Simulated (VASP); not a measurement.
# Al (Fm-3m) in VASP: single point with r2SCAN

Aim: the single point of Al with r2SCAN.

Program: VASP 6.6.1. These are calculated values, not measurements. Logs are shortened: lines on timing, memory, paths and dates and some standing lists are left out, and cuts for length are marked.

## Step 1: The cell of the first run

It takes space group Fm-3m (No. 225, cubic). The conventional cell has a = 3.827 Å, b = 3.827 Å, c = 3.827 Å, α = 90.00°, β = 90.00°, γ = 90.00°. Within 3.6 Å of Al (site symmetry m-3m) lie 12 Al at 2.71 Å.

## Step 2: Single point, r2SCAN

Input file POSCAR:

```
Al
1.0
    0.0000000000      1.9134070000      1.9134070000
    1.9134070000      0.0000000000      1.9134070000
    1.9134070000      1.9134070000      0.0000000000
Al
1
Direct
    0.0000000000      0.0000000000      0.0000000000
```

Input file INCAR.step1:

```
SYSTEM = Al
PREC     = Accurate       ! precision mode
ENCUT    = 550            ! plane-wave cutoff, eV
ISMEAR   = -1             ! smearing method
SIGMA    = 0.1            ! smearing width, eV
LREAL    = .False.        ! projectors in reciprocal space
LASPH    = .True.         ! aspherical terms in the spheres
NELM     = 120            ! most SCF steps
NBANDS   = 8              ! bands
GGA      = PE             ! functional
ALGO     = Normal         ! electronic algorithm
EDIFF    = 1E-5           ! SCF threshold, eV
LWAVE    = .True.         ! write WAVECAR
LCHARG   = .False.        ! write CHGCAR
GGA_COMPAT= .False.
```

Input file INCAR.step2:

```
SYSTEM = Al
PREC     = Accurate       ! precision mode
ENCUT    = 550            ! plane-wave cutoff, eV
EDIFF    = 1E-6           ! SCF threshold, eV
ISMEAR   = -1             ! smearing method
SIGMA    = 0.1            ! smearing width, eV
LREAL    = .False.        ! projectors in reciprocal space
LASPH    = .True.         ! aspherical terms in the spheres
NELM     = 120            ! most SCF steps
ALGO     = Normal         ! electronic algorithm
ISIF     = 2              ! what is computed and relaxed
LWAVE    = .False.        ! write WAVECAR
LCHARG   = .True.         ! write CHGCAR
METAGGA  = R2SCAN         ! meta-GGA
LMIXTAU  = .True.       
LELF     = .True.         ! ELF
LVHAR    = .True.       
NBANDS   = 8              ! bands
ISTART   = 1            
GGA_COMPAT= .False.
```

Input file KPOINTS:

```
regular mesh
0
Gamma
  15 15 15
  0 0 0
```

Potentials or basis: VASP PAW PBE potentials, release 64 (Al).

The run is started by

```
$ cat potpaw_PBE.64/Al/POTCAR > POTCAR
$ cp INCAR.step1 INCAR
$ mpirun -np 1 vasp_std > vasp.out
$ cp INCAR.step2 INCAR
$ mpirun -np 1 vasp_std > vasp.out
```

OUTCAR:

```text
SYSTEM = Al
   PREC = Accurate
   ENCUT = 550
   EDIFF = 1E-6
   ISMEAR = -1
   LREAL = .False.
   LASPH = .True.
   NELM = 120
   ISIF = 2
   METAGGA = R2SCAN
   ISTART = 1

 ion  position               nearest neighbor table
   1  0.000  0.000  0.000-

  LATTYP: Found a face centered cubic cell.
 ALAT       =     3.8268140000

  Lattice vectors:

 A1 = (   0.0000000000,   1.9134070000,   1.9134070000)
 A2 = (   1.9134070000,   0.0000000000,   1.9134070000)
 A3 = (   1.9134070000,   1.9134070000,   0.0000000000)

Analysis of symmetry for initial positions (statically):
=====================================================================
 Subroutine PRICEL returns:
 Original cell was already a primitive cell.

 Routine SETGRP: Setting up the symmetry group for a
 face centered cubic supercell.

 Subroutine GETGRP returns: Found 48 space group operations
 (whereof 48 operations were pure point group operations)
 out of a pool of 48 trial point group operations.

The static configuration has the point symmetry O_h .

Analysis of symmetry for dynamics (positions and initial velocities):
=====================================================================
 Subroutine PRICEL returns:
 Original cell was already a primitive cell.

 Routine SETGRP: Setting up the symmetry group for a
 face centered cubic supercell.

 Subroutine GETGRP returns: Found 48 space group operations
 (whereof 48 operations were pure point group operations)
 out of a pool of 48 trial point group operations.

The dynamic configuration has the point symmetry O_h .

 Subroutine INISYM returns: Found 48 space group operations
 (whereof 48 operations are pure point group operations),
 and found     1 'primitive' translations

----------------------------------------------------------------------------------------

                                     Primitive cell

  volume of cell :      14.0104

  direct lattice vectors                    reciprocal lattice vectors
     0.000000000  1.913407000  1.913407000    -0.261313981  0.261313981  0.261313981
     1.913407000  0.000000000  1.913407000     0.261313981 -0.261313981  0.261313981
     1.913407000  1.913407000  0.000000000     0.261313981  0.261313981 -0.261313981

  length of vectors
     2.705966130  2.705966130  2.705966130     0.452609091  0.452609091  0.452609091

  position of ions in fractional coordinates (direct lattice)
     0.000000000  0.000000000  0.000000000

  ion indices of the primitive-cell ions
   primitive index   ion index
                 1           1

----------------------------------------------------------------------------------------

 KPOINTS: regular mesh

Automatic generation of k-mesh.
 Grid dimensions read from file:
 generate k-points for:   15   15   15

 Generating k-lattice:

  Cartesian coordinates                     Fractional coordinates (reciprocal lattice)
    -0.017420932  0.017420932  0.017420932     0.066666667  0.000000000  0.000000000
     0.017420932 -0.017420932  0.017420932     0.000000000  0.066666667  0.000000000
     0.017420932  0.017420932 -0.017420932     0.000000000  0.000000000  0.066666667

  Length of vectors
     0.030173939  0.030173939  0.030173939

  Shift w.r.t. Gamma in fractional coordinates (k-lattice)
     0.000000000  0.000000000  0.000000000

 Subroutine IBZKPT returns following result:
 ===========================================

 Found    120 irreducible k-points:

 Following reciprocal coordinates:
            Coordinates               Weight
  0.000000  0.000000  0.000000      1.000000
  0.066667  0.000000  0.000000      8.000000
  0.133333  0.000000  0.000000      8.000000
  0.200000  0.000000  0.000000      8.000000
  0.266667  0.000000  0.000000      8.000000
  0.333333  0.000000  0.000000      8.000000
[... 16 lines left out ...]
  0.133333  0.133333  0.000000      6.000000
  0.200000  0.133333  0.000000     24.000000
 [... further k-points ...]
   k-points           NKPTS =    120   k-points in BZ     NKDIM =    120   number of bands    NBANDS=      8
   number of dos      NEDOS =    301   number of ions     NIONS =      1
   total plane-waves  NPLWV =  13824
   dimension x,y,z NGX =    24 NGY =   24 NGZ =   24
   dimension x,y,z NGXF=    48 NGYF=   48 NGZF=   48
   ions per type =               1
   NGX,Y,Z   is equivalent  to a cutoff of  14.74, 14.74, 14.74 a.u.
   NGXF,Y,Z  is equivalent  to a cutoff of  29.49, 29.49, 29.49 a.u.
 SYSTEM =  Al
   PREC   = accura    normal or accurate (medium, high low for compatibility)
   ISTART =      1    job   : 0-new  1-cont  2-samecut
   ICHARG =      0    charge: 1-file 2-atom 10-const
   ISPIN  =      1    spin polarized calculation?
   LNONCOLLINEAR =      F non collinear calculations
   LSORBIT =      F    spin-orbit coupling
   LASPH  =      T    aspherical Exc in radial PAW
   ENCUT  =  550.0 eV  40.42 Ry    6.36 a.u.   5.17  5.17  5.17*2*pi/ulx,y,z
   NELM   =    120;   NELMIN=  2; NELMDL=  0     # of ELM steps
   EDIFF  = 0.1E-05   stopping-criterion for ELM
   LREAL  =      F    real-space projection
   EDIFFG = 0.1E-04   stopping-criterion for IOM
   NSW    =      0    number of steps for IOM
   IBRION =     -1    ionic relax: 0-MD 1-quasi-New 2-CG
   NFREE  =      0    steps in history (QN), initial steepest desc. (CG)
   ISIF   =      2    stress and relaxation
   ISYM   =      2    0-nonsym 1-usesym 2-fastsym
   POTIM  = 0.5000    time-step for ionic-motion
   TEBEG  =    0.0;   TEEND  =   0.0 temperature during run
   PSTRESS=    0.0 pullay stress
   NELECT =       3.0000    total number of electrons
   NUPDOWN=      -1.0000    fix difference up-down
   EMIN   =  10.00;   EMAX   =-10.00  energy-range for DOS
   EFERMI =   0.00;   METHOD = LEGACY
   ISMEAR =    -1;   SIGMA  =   0.10  broadening in eV -4-tet -1-fermi 0-gaus
   EFERMI_NEDOS =   21; number of points for ismear=-14 and -15
   IALGO  =     38    algorithm
   IMIX   =      4    mixing-type and parameters
     AMIX     =   0.40;   BMIX     =  1.00
     AMIX_MAG =   1.60;   BMIX_MAG =  1.00
  volume/ion in A,a.u.               =      14.01        94.55
  Fermi-wavevector in a.u.,A,eV,Ry     =   0.979410  1.850817 13.051308  0.959244
  Thomas-Fermi vector in A             =   2.110261
   LORBIT       =      0    0 simple, 1 ext, 2 COOP (PROOUT), +10 PAW based schemes
   METAGGA = R2SCAN    functional components
   LHFCALC =     F    Hartree Fock is set to
   AEXX    =    0.0000 exact exchange contribution
   IVDW    =     0    specifies the selected vdW correction
   LEPSILON=     F    determine dielectric tensor
   LRPA    =     F    only Hartree local field effects (RPA)
 non-spin polarized calculation
  energy-cutoff  :      550.00
  volume of cell :       14.01
 maximum number of plane-waves:       424
 NGX is ok and might be reduce to    24
   NGX = 11   NGY = 11   NGZ = 11

 number of electron       3.0000000 magnetization

 Free energy of the ion-electron system (eV)
  ---------------------------------------------------
  ext. energy  EPLUGINS =         0.00000000
  ---------------------------------------------------
  free energy    TOTEN  =        -6.66522658 eV

  energy without entropy =       -6.65418199  energy(sigma->0) =       -6.65970428

 E-fermi :   9.8964     XC(G=0): -11.5278

 val. band max:        9.7775100201   @ k =  -0.3333   0.4667   0.2000
 cond. band min:       9.9639153953   @ k =  -0.3333   0.4667   0.2000
 fundamental gap:      0.1864053752
 Fermi energy:         9.8964251378

 k-point     1 :       0.0000    0.0000    0.0000
  band No.  band energies     occupation
      1      -3.2199      2.00000
      2      24.1203      0.00000
      3      24.1203      0.00000
      4      24.1203      0.00000
      5      27.4357      0.00000
      6      27.4357      0.00000
      7      27.4357      0.00000
      8      28.4291      0.00000

 k-point     2 :       0.0667    0.0000    0.0000
  band No.  band energies     occupation
      1      -3.0773      2.00000
      2      22.1335      0.00000
      3      23.8601      0.00000
      4      23.8601      0.00000
      5      27.6267      0.00000
      6      27.9272      0.00000
      7      27.9272      0.00000
      8      30.1052      0.00000

 k-point     3 :       0.1333    0.0000    0.0000
  band No.  band energies     occupation
      1      -2.6508      2.00000
      2      19.0743      0.00000
      3      23.3587      0.00000
      4      23.3587      0.00000
      5      27.3229      0.00000
      6      29.1101      0.00000
      7      29.1101      0.00000
      8      30.0468      0.00000

 k-point     4 :       0.2000    0.0000    0.0000
  band No.  band energies     occupation
      1      -1.9432      2.00000
      2      16.0241      0.00000
      3      22.9086      0.00000
      4      22.9086      0.00000
      5      26.9520      0.00000
      6      28.4282      0.00000
      7      28.4282      0.00000
      8      30.7315      0.00000

 k-point     5 :       0.2667    0.0000    0.0000
  band No.  band energies     occupation
      1      -0.9597      2.00000
      2      13.1246      0.00000
      3      22.6115      0.00000
      4      22.6115      0.00000
      5      26.6819      0.00000
      6      26.9836      0.00000
      7      26.9836      0.00000
      8      31.7017      0.00000
[... 177 lines left out ...]
 k-point    22 :      -0.0667    0.0667    0.0000
  band No.  band energies     occupation
      1      -2.8402      2.00000
      2      20.7524      0.00000
      3      22.0189      0.00000
      4      24.4911      0.00000
      5      27.6931      0.00000
      6      28.1164      0.00000
      7      28.8902      0.00000
      8      29.8569      0.00000

 k-point    23 :       0.1333    0.1333    0.0000
  band No.  band energies     occupation
      1      -2.4617      2.00000
      2      20.8883      0.00000
      3      21.3304      0.00000
      4      21.3304      0.00000
      5      25.4050      0.00000
      6      26.8831      0.00000
      7      31.3652      0.00000
      8      31.3652      0.00000

 k-point    24 :       0.2000    0.1333    0.0000
  band No.  band energies     occupation
      1      -1.9432      2.00000
      2      18.2826      0.00000
      3      20.6231      0.00000
      4      21.6336      0.00000
      5      24.2701      0.00000
      6      26.2120      0.00000
      7      31.7096      0.00000
      8      32.3628      0.00000

 [... further k-points ...]
[... 5 lines left out ...]
  --------------------------------------------------------------------------------------
  -------------------------------------------------------------------------------------
  Total        1.3314041      1.3314041      1.3314041      0.0000000      0.0000000      0.0000000
  in kB      152.2538919    152.2538919    152.2538919      0.0000000      0.0000000      0.0000000
  external PRESSURE =     152.2538919 kB  Pullay stress =       0.0000000 kB

 VOLUME and BASIS-vectors are now :
 -----------------------------------------------------------------------------
  energy-cutoff  :      550.00
  volume of cell :       14.01
      direct lattice vectors                 reciprocal lattice vectors
     0.000000000  1.913407000  1.913407000    -0.261313981  0.261313981  0.261313981
     1.913407000  0.000000000  1.913407000     0.261313981 -0.261313981  0.261313981
     1.913407000  1.913407000  0.000000000     0.261313981  0.261313981 -0.261313981

 POSITION                                       TOTAL-FORCE (eV/Angst)
 -----------------------------------------------------------------------------------
      0.00000      0.00000      0.00000         0.000000      0.000000      0.000000
 -----------------------------------------------------------------------------------
    total drift:                               -0.000000      0.000000     -0.000000

  FREE ENERGIE OF THE ION-ELECTRON SYSTEM (eV)
  ---------------------------------------------------
  free  energy   TOTEN  =        -6.6652265797 eV

  energy  without entropy=       -6.6541819876  energy(sigma->0) =       -6.65970428
```

Run time: 26 s. Hardware: 1 thread of Intel Xeon Platinum 8488C (Sapphire Rapids), shared host; peak memory 0.14 GiB.

What came out:

```
Free energy : -6.6652 eV
Pressure    : 15.2 GPa
```

Caveat: the PAW data sets were made with another functional, which shifts forces and pressure a little.
